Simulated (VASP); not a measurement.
A run of VASP 6.6.1:

INCAR

```
  ALGO = Normal
  EDIFF = 1E-7
  ENCUT = 520
  GGA = CA
  ISIF = 2
  ISMEAR = 0
  LASPH = True
  LCHARG = True
  LELF = True
  LREAL = False
  LVHAR = True
  LWAVE = False
  NBANDS = 15
  NELM = 60
  PREC = Accurate
  SIGMA = 0.05
```

File KPOINTS:

```
k-points
0
Gamma
  8 8 8
```

POSCAR

```
KF
1.0
    0.0000000000      2.5109387345      2.5109387345
    2.5109387345      0.0000000000      2.5109387345
    2.5109387345      2.5109387345      0.0000000000
K F
1 1
Direct
    0.0000000000      0.0000000000      0.0000000000
    0.5000000000      0.5000000000      0.5000000000
```

Potentials or basis: VASP PAW LDA potentials, release 64 (K_sv, F).

The run is started by

```console
$ cat potpaw_LDA.64/K_sv/POTCAR potpaw_LDA.64/F/POTCAR > POTCAR
$ mpirun -np 1 vasp_std > vasp.out
```

Hardware: 1 thread of Intel(R) Xeon(R) Platinum 8375C CPU @ 2.90GHz (Ice Lake), with other jobs on the host.

Task: How long does it take, and how much memory?

Result: Run time: 16 s on 1 thread of Intel(R) Xeon(R) Platinum 8375C CPU @ 2.90GHz (Ice Lake) (shared host), peak memory 0.15 GiB. Counts: scf iterations 13, k points 29.
